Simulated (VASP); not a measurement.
# HfSnSe4 (P2/m) in VASP: a series of runs

Aim: see how the results for HfSnSe4 move with the level of theory and the settings. Levels: PBE, PBEsol. Tasks: single point.

Program: VASP 6.6.1. These are calculated values, not measurements. Logs are shortened: lines on timing, memory, paths and dates and some standing lists are left out, and cuts for length are marked.

## (1) The cell of the first run

Symmetry: P2/m, No. 10, monoclinic system. The conventional cell has a = 6.750 Å, b = 3.781 Å, c = 7.115 Å, α = 90.00°, β = 91.33°, γ = 90.00°. Within 3.5 Å of Hf (site symmetry 2/m) lie 6 Se at 2.69 to 2.72 Å. Sn (site symmetry 2/m) has 6 Se at 2.73 to 2.81 Å within 3.6 Å. Within 3.5 Å of Se (site symmetry m) lie 2 Hf at 2.69 Å and 1 Sn at 2.81 Å. Within 3.6 Å of Se (site symmetry m) lie 1 Hf at 2.72 Å and 2 Sn at 2.73 Å.

## (2) Single point, PBE

Contents of INCAR:

```
SYSTEM = HfSnSe4
PREC     = Accurate       ! precision mode
ENCUT    = 520            ! plane-wave cutoff, eV
EDIFF    = 1E-6           ! SCF threshold, eV
ISMEAR   = 0              ! smearing method
SIGMA    = 0.1            ! smearing width, eV
LREAL    = .False.        ! projectors in reciprocal space
LASPH    = .True.         ! aspherical terms in the spheres
NELM     = 60             ! most SCF steps
ALGO     = Normal         ! electronic algorithm
ISIF     = 2              ! what is computed and relaxed
LWAVE    = .False.        ! write WAVECAR
LCHARG   = .False.        ! write CHGCAR
GGA      = PE             ! functional
NBANDS   = 33             ! bands
```

Contents of KPOINTS:

```
regular mesh
0
Gamma
  4 4 4
  0 0 0
```

Contents of POSCAR:

```
HfSnSe4
1.0
    6.7498096000      0.0000000000      0.0000000000
    0.0000000000      3.7814498000      0.0000000000
   -0.1650483000      0.0000000000      7.1129297000
Hf Sn Se
1 1 4
Direct
    0.5000000000      0.5000000000      0.0000000000
    0.0000000000      0.0000000000      0.0000000000
    0.3374020000      0.0000000000      0.7760260000
    0.8226690000      0.5000000000      0.7771670000
    0.1773310000      0.5000000000      0.2228330000
    0.6625980000      0.0000000000      0.2239740000
```

Potentials or basis: VASP PAW PBE potentials, release 64 (Hf_pv, Sn_d, Se).

Launch:

```sh
$ cat potpaw_PBE.64/Hf_pv/POTCAR potpaw_PBE.64/Sn_d/POTCAR potpaw_PBE.64/Se/POTCAR > POTCAR
$ mpirun -np 1 vasp_std > vasp.out
```

OUTCAR:

```text
SYSTEM = HfSnSe4
   PREC = Accurate
   ENCUT = 520
   EDIFF = 1E-6
   ISMEAR = 0
   LREAL = .False.
   LASPH = .True.
   NELM = 60
   ISIF = 2
   GGA = PE

 ion  position               nearest neighbor table
   1  0.500  0.500  0.000-   3 2.69   6 2.69   3 2.69   6 2.69   5 2.72   4 2.72
   2  0.000  0.000  0.000-   4 2.73   5 2.73   4 2.73   5 2.73   3 2.81   6 2.81
   3  0.337  0.000  0.776-   1 2.69   1 2.69   2 2.81
   4  0.823  0.500  0.777-   1 2.72   2 2.73   2 2.73
   5  0.177  0.500  0.223-   1 2.72   2 2.73   2 2.73
   6  0.663  0.000  0.224-   1 2.69   1 2.69   2 2.81

  LATTYP: Found a simple monoclinic cell.
 ALAT       =     6.7498096000
 B/A-ratio  =     0.5602305878
 C/A-ratio  =     1.0540807449
 COS(beta)  =    -0.0231977387

  Lattice vectors:

 A1 = (   6.7498096000,   0.0000000000,   0.0000000000)
 A2 = (   0.0000000000,   3.7814498000,   0.0000000000)
 A3 = (  -0.1650483000,   0.0000000000,   7.1129297000)

Analysis of symmetry for initial positions (statically):
=====================================================================
 Subroutine PRICEL returns:
 Original cell was already a primitive cell.

 Routine SETGRP: Setting up the symmetry group for a
 simple monoclinic supercell.

 Subroutine GETGRP returns: Found  4 space group operations
 (whereof  4 operations were pure point group operations)
 out of a pool of  4 trial point group operations.

The static configuration has the point symmetry C_2h.

Analysis of symmetry for dynamics (positions and initial velocities):
=====================================================================
 Subroutine PRICEL returns:
 Original cell was already a primitive cell.

 Routine SETGRP: Setting up the symmetry group for a
 simple monoclinic supercell.

 Subroutine GETGRP returns: Found  4 space group operations
 (whereof  4 operations were pure point group operations)
 out of a pool of  4 trial point group operations.

The dynamic configuration has the point symmetry C_2h.

 Subroutine INISYM returns: Found  4 space group operations
 (whereof  4 operations are pure point group operations),
 and found     1 'primitive' translations

----------------------------------------------------------------------------------------

                                     Primitive cell

  volume of cell :     181.5509
[... 97 lines left out ...]
   EDIFF  = 0.1E-05   stopping-criterion for ELM
   LREAL  =      F    real-space projection
   EDIFFG = 0.1E-04   stopping-criterion for IOM
   NSW    =      0    number of steps for IOM
   IBRION =     -1    ionic relax: 0-MD 1-quasi-New 2-CG
   NFREE  =      0    steps in history (QN), initial steepest desc. (CG)
   ISIF   =      2    stress and relaxation
   ISYM   =      2    0-nonsym 1-usesym 2-fastsym
   POTIM  = 0.5000    time-step for ionic-motion
   TEBEG  =    0.0;   TEEND  =   0.0 temperature during run
   PSTRESS=    0.0 pullay stress
   NELECT =      48.0000    total number of electrons
   NUPDOWN=      -1.0000    fix difference up-down
   EMIN   =  10.00;   EMAX   =-10.00  energy-range for DOS
   EFERMI =   0.00;   METHOD = LEGACY
   ISMEAR =     0;   SIGMA  =   0.10  broadening in eV -4-tet -1-fermi 0-gaus
   EFERMI_NEDOS =   21; number of points for ismear=-14 and -15
   IALGO  =     38    algorithm
   IMIX   =      4    mixing-type and parameters
     AMIX     =   0.40;   BMIX     =  1.00
     AMIX_MAG =   1.60;   BMIX_MAG =  1.00
  volume/ion in A,a.u.               =      30.26       204.19
  Fermi-wavevector in a.u.,A,eV,Ry     =   1.050725  1.985583 15.021149  1.104023
  Thomas-Fermi vector in A             =   2.185740
   LORBIT       =      0    0 simple, 1 ext, 2 COOP (PROOUT), +10 PAW based schemes
   GGA     = PE    functional components
   LHFCALC =     F    Hartree Fock is set to
   AEXX    =    0.0000 exact exchange contribution
   IVDW    =     0    specifies the selected vdW correction
   LEPSILON=     F    determine dielectric tensor
   LRPA    =     F    only Hartree local field effects (RPA)
 non-spin polarized calculation
 Gauss-broadening in eV      SIGMA  =   0.10
  energy-cutoff  :      520.00
  volume of cell :      181.55
 maximum number of plane-waves:      4924
   NGX = 25   NGY = 15   NGZ = 27

 number of electron      48.0000007 magnetization

 Free energy of the ion-electron system (eV)
  ---------------------------------------------------
  ext. energy  EPLUGINS =         0.00000000
  ---------------------------------------------------
  free energy    TOTEN  =       -32.49621055 eV

  energy without entropy =      -32.48582566  energy(sigma->0) =      -32.49101810

 E-fermi :   2.1048     XC(G=0):  -8.5430

 val. band max:        2.0969383645   @ k =   0.0000   0.0000   0.2500
 cond. band min:       2.1050769967   @ k =   0.0000   0.0000   0.0000
 fundamental gap:      0.0081386322
 Fermi energy:         2.1048016758

 k-point     1 :       0.0000    0.0000    0.0000
  band No.  band energies     occupation
      1     -29.0360      2.00000
      2     -28.9981      2.00000
      3     -28.9470      2.00000
      4     -19.3630      2.00000
      5     -19.3120      2.00000
      6     -19.2974      2.00000
[... 853 lines left out ...]
     32       7.2129      0.00000
     33       7.7805      0.00000

 [... further k-points ...]

------------------------ aborting loop because EDIFF is reached ----------------------------------------

  FORCE on cell =-STRESS in cart. coord.  units (eV):
  Direction    XX          YY          ZZ          XY          YZ          ZX
  --------------------------------------------------------------------------------------
  -------------------------------------------------------------------------------------
  Total       -0.1888045      0.3649155     -0.1060272      0.0000000      0.0000000      0.1587063
  in kB       -1.6661900      3.2203609     -0.9356850      0.0000000      0.0000000      1.4005748
  external PRESSURE =       0.2061620 kB  Pullay stress =       0.0000000 kB

 VOLUME and BASIS-vectors are now :
 -----------------------------------------------------------------------------
  energy-cutoff  :      520.00
  volume of cell :      181.55
      direct lattice vectors                 reciprocal lattice vectors
     6.749809600  0.000000000  0.000000000     0.148152327  0.000000000  0.003437724
     0.000000000  3.781449800  0.000000000     0.000000000  0.264448837  0.000000000
    -0.165048300  0.000000000  7.112929700     0.000000000  0.000000000  0.140589046

 POSITION                                       TOTAL-FORCE (eV/Angst)
 -----------------------------------------------------------------------------------
      3.37490      1.89072      0.00000         0.000000      0.000000      0.000000
      0.00000      0.00000      0.00000         0.000000      0.000000      0.000000
      2.14932      0.00000      5.51982         0.013639      0.000000      0.026853
      5.42459      1.89072      5.52793        -0.065137      0.000000     -0.001438
      1.16017      1.89072      1.58500         0.065137     -0.000000      0.001438
      4.43544      0.00000      1.59311        -0.013639      0.000000     -0.026853
 -----------------------------------------------------------------------------------
    total drift:                                0.000000     -0.000000      0.000000

  FREE ENERGIE OF THE ION-ELECTRON SYSTEM (eV)
  ---------------------------------------------------
  free  energy   TOTEN  =       -32.4962105475 eV

  energy  without entropy=      -32.4858256605  energy(sigma->0) =      -32.49101810
```

OSZICAR:

```text
N       E                     dE             d eps       ncg     rms          rms(c)
DAV:   1     0.379895433645E+03    0.37990E+03   -0.21313E+04  1988   0.141E+03
DAV:   2     0.155333805522E+02   -0.36436E+03   -0.34507E+03  2181   0.353E+02
DAV:   3    -0.320638077767E+02   -0.47597E+02   -0.45487E+02  2482   0.120E+02
DAV:   4    -0.342234930240E+02   -0.21597E+01   -0.21354E+01  2471   0.282E+01
DAV:   5    -0.342940165916E+02   -0.70524E-01   -0.70440E-01  2880   0.511E+00    0.443E+01
DAV:   6    -0.325848258021E+02    0.17092E+01   -0.34641E+00  2291   0.101E+01    0.316E+01
DAV:   7    -0.325212266395E+02    0.63599E-01   -0.15933E+00  2422   0.573E+00    0.339E+00
DAV:   8    -0.325013253473E+02    0.19901E-01   -0.15056E-01  2390   0.213E+00    0.196E+00
DAV:   9    -0.324962356976E+02    0.50896E-02   -0.33132E-02  2446   0.875E-01    0.944E-01
DAV:  10    -0.324961425400E+02    0.93158E-04   -0.37654E-03  2439   0.326E-01    0.320E-01
DAV:  11    -0.324962430388E+02   -0.10050E-03   -0.39118E-04  2494   0.979E-02    0.385E-01
DAV:  12    -0.324962029021E+02    0.40137E-04   -0.66514E-05  2526   0.471E-02    0.548E-02
DAV:  13    -0.324962096194E+02   -0.67173E-05   -0.18611E-05  2367   0.192E-02    0.455E-03
DAV:  14    -0.324962105475E+02   -0.92804E-06   -0.10160E-06  1830   0.565E-03
   1 F= -.32496211E+02 E0= -.32491018E+02  d E =-.103849E-01
```

stdout:

```text
POSCAR found type information on POSCAR HfSnSe
 POSCAR found :  3 types and       6 ions
 scaLAPACK will be used
 LDA part: xc-table for (Slater+PW92), standard interpolation
 POSCAR, INCAR and KPOINTS ok, starting setup
 FFT: planning ... GRIDC
 FFT: planning ... GRID_SOFT
 FFT: planning ... GRID
 WAVECAR not read
 entering main loop
```

It took 2.8 min on 1 thread of AMD EPYC 9R45 (Zen 5), shared host; peak memory 0.33 GiB.

What came out:

- Free energy: -32.4962 eV
- Pressure: 0.0 GPa
- Largest force: 0.065 eV/Å
- Band gap on the k mesh: zero (bands 24 and 25 overlap by 0.41 eV)

Forces in eV/Å, atoms in the order of the input:
```
Hf   0.000  0.000  0.000
Sn   0.000  0.000  0.000
Se   0.014  0.000  0.027
Se  -0.065  0.000 -0.001
Se   0.065  0.000  0.001
Se  -0.014  0.000 -0.027
```

Levels at points of the mesh, in eV from the Fermi level:
```
           k point  band 21  band 22  band 23  band 24  band 25  band 26  band 27  band 28
(0.00, 0.00, 0.00)    -0.68    -0.50    -0.17     0.00     0.38     1.36     2.77     3.04
(0.50, 0.00, 0.00)    -1.21    -0.65    -0.32    -0.06     1.31     1.86     2.66     2.89
(0.00, 0.50, 0.00)    -1.74    -1.57    -1.40    -0.79     1.51     1.95     2.43     3.45
(0.50, 0.50, 0.00)    -1.53    -1.31    -1.22    -0.94    -0.41     1.91     2.80     3.49
(0.00, 0.00, 0.50)    -0.85    -0.70    -0.15    -0.02     0.40     1.29     2.76     3.37
(0.50, 0.00, 0.50)    -1.28    -0.83    -0.60    -0.12     1.27     1.88     2.67     3.02
(0.00, 0.50, 0.50)    -1.73    -1.52    -1.11    -0.71     1.63     1.97     2.32     3.47
(0.50, 0.50, 0.50)    -1.36    -1.27    -1.11    -1.04    -0.30     1.86     2.50     3.49
```

Caveat: the k points lie up to 0.42 Å⁻¹ apart; spin-orbit coupling is left out, which moves the levels of the heavy elements; this functional lacks dispersion, which binds the layers, so the pressure and a relaxed spacing across them are unreliable.

## (3) Single point, PBE

Contents of INCAR:

```
SYSTEM = HfSnSe4
ALGO     = Normal         ! electronic algorithm
EDIFF    = 1E-6           ! SCF threshold, eV
ENCUT    = 520            ! plane-wave cutoff, eV
GGA      = PE             ! functional
ISIF     = 2              ! what is computed and relaxed
ISMEAR   = 0              ! smearing method
LASPH    = .TRUE.         ! aspherical terms in the spheres
LCHARG   = .FALSE.        ! write CHGCAR
LREAL    = .FALSE.        ! projectors in reciprocal space
LWAVE    = .FALSE.        ! write WAVECAR
NBANDS   = 33             ! bands
NELM     = 80             ! most SCF steps
PREC     = Accurate       ! precision mode
SIGMA    = 0.1            ! smearing width, eV
```

Contents of KPOINTS:

```
k-points
0
G
  6 10 6
  0 0 0
```

POSCAR is that of step 2.

Potentials or basis: VASP PAW PBE potentials, release 64 (Hf_pv, Sn_d, Se).

Launch:

```sh
$ cat potpaw_PBE.64/Hf_pv/POTCAR potpaw_PBE.64/Sn_d/POTCAR potpaw_PBE.64/Se/POTCAR > POTCAR
$ mpirun -np 1 vasp_std > vasp.out
```

Run time: 13 min. Hardware: 1 thread of AMD EPYC 9R45 (Zen 5), shared host; peak memory 0.72 GiB.

The run converged. Its results:

* Free energy: -32.5559 eV
* Pressure: -0.1 GPa
* Largest force: 0.038 eV/Å
* Band gap on the k mesh: zero (bands 24 and 25 overlap by 0.43 eV)

Forces in eV/Å, atoms in the order of the input:
```
Hf   0.000  0.000  0.000
Sn   0.000  0.000  0.000
Se   0.025  0.000  0.028
Se  -0.023  0.000  0.007
Se   0.023  0.000 -0.007
Se  -0.025  0.000 -0.028
```

Levels at points of the mesh, in eV from the Fermi level:
```
           k point  band 22  band 23  band 24  band 25  band 26  band 27
(0.00, 0.00, 0.00)    -0.45    -0.12     0.06     0.43     1.44     2.84
(0.50, 0.00, 0.00)    -0.60    -0.27    -0.02     1.39     1.90     2.73
(0.00, 0.50, 0.00)    -1.52    -1.36    -0.75     1.56     2.03     2.50
(0.50, 0.50, 0.00)    -1.26    -1.18    -0.89    -0.37     1.98     2.86
(0.00, 0.00, 0.50)    -0.66    -0.10     0.04     0.45     1.37     2.83
(0.50, 0.00, 0.50)    -0.77    -0.55    -0.07     1.36     1.93     2.74
(0.00, 0.50, 0.50)    -1.47    -1.06    -0.66     1.68     2.05     2.38
(0.50, 0.50, 0.50)    -1.23    -1.07    -0.98    -0.26     1.93     2.56
```

Caveat: spin-orbit coupling is left out, which moves the levels of the heavy elements; this functional lacks dispersion, which binds the layers, so the pressure and a relaxed spacing across them are unreliable.

## (4) Single point, PBEsol

Contents of INCAR:

```
SYSTEM = HfSnSe4
  ALGO = Normal
  EDIFF = 1E-6
  ENCUT = 520
  GGA = PS
  ISIF = 2
  ISMEAR = 0
  LASPH = .TRUE.
  LCHARG = .TRUE.
  LELF = .TRUE.
  LREAL = .FALSE.
  LVHAR = .TRUE.
  LWAVE = .FALSE.
  NBANDS = 33
  NELM = 60
  PREC = Accurate
  SIGMA = 0.1
```

KPOINTS is that of step 3.

POSCAR is that of step 3.

Launch:

```sh
$ cat potpaw_PBE.64/Hf_pv/POTCAR potpaw_PBE.64/Sn_d/POTCAR potpaw_PBE.64/Se/POTCAR > POTCAR
$ mpirun -np 1 vasp_std > vasp.out
```

It took 9.3 min on 1 thread of AMD EPYC 9R45 (Zen 5), shared host; peak memory 0.72 GiB.

Results (log left out):

* Free energy: -34.7314 eV
* Pressure: -2.4 GPa
* Largest force: 0.300 eV/Å
* Band gap on the k mesh: zero (bands 24 and 25 overlap by 0.47 eV)

Forces on the atoms (eV/Å):
```
Hf   0.000  0.000  0.000
Sn   0.000  0.000  0.000
Se   0.069  0.000  0.292
Se  -0.068  0.000  0.262
Se   0.068  0.000 -0.262
Se  -0.069  0.000 -0.292
```

Stress tensor (GPa, compression positive):
```
-2.55  0.00 -0.01
 0.00 -2.81  0.00
-0.01  0.00 -1.99
```

Levels at points of the mesh, in eV from the Fermi level:
| k point | band 21 | band 22 | band 23 | band 24 | band 25 | band 26 | band 27 | band 28 |
| --- | --- | --- | --- | --- | --- | --- | --- | --- |
| (0.00, 0.00, 0.00) | -0.64 | -0.44 | -0.10 | 0.07 | 0.40 | 1.40 | 2.81 | 3.07 |
| (0.50, 0.00, 0.00) | -1.16 | -0.59 | -0.25 | 0.00 | 1.35 | 1.88 | 2.70 | 2.93 |
| (0.00, 0.50, 0.00) | -1.67 | -1.53 | -1.35 | -0.73 | 1.54 | 1.99 | 2.46 | 3.50 |
| (0.50, 0.50, 0.00) | -1.47 | -1.27 | -1.16 | -0.90 | -0.39 | 1.94 | 2.83 | 3.54 |
| (0.00, 0.00, 0.50) | -0.79 | -0.65 | -0.08 | 0.06 | 0.42 | 1.33 | 2.80 | 3.33 |
| (0.50, 0.00, 0.50) | -1.23 | -0.77 | -0.54 | -0.06 | 1.31 | 1.91 | 2.71 | 3.07 |
| (0.00, 0.50, 0.50) | -1.66 | -1.47 | -1.06 | -0.65 | 1.66 | 2.01 | 2.34 | 3.53 |
| (0.50, 0.50, 0.50) | -1.30 | -1.23 | -1.05 | -1.00 | -0.28 | 1.89 | 2.52 | 3.55 |

Caveat: the PAW data sets were made with another functional, which shifts forces and pressure a little; spin-orbit coupling is left out, which moves the levels of the heavy elements; this functional lacks dispersion, which binds the layers, so the pressure and a relaxed spacing across them are unreliable.

## (5) Summary

| level | k mesh | gap on the mesh (eV) | pressure (GPa) | largest force (eV/Å) |
| --- | --- | --- | --- | --- |
| PBE | 4 × 4 × 4 | none | 0.0 | 0.07 |
| PBE | 6 × 10 × 6 | none | -0.1 | 0.04 |
| PBEsol | 6 × 10 × 6 | none | -2.4 | 0.30 |

Alike in all rows: task single point; potentials or basis VASP PAW PBE potentials, release 64 (Hf_pv, Sn_d, Se); no spin polarisation; cell as given; cutoff (eV) 520; smearing gaussian 0.1 eV.

Caveats: some runs use coarse meshes; spin-orbit coupling is left out, which moves the levels of the heavy elements; this functional lacks dispersion, which binds the layers, so the pressure and a relaxed spacing across them are unreliable; the PAW data sets were made with another functional, which shifts forces and pressure a little (at least some runs).

Absolute energies hang on the potentials; compare differences alone.
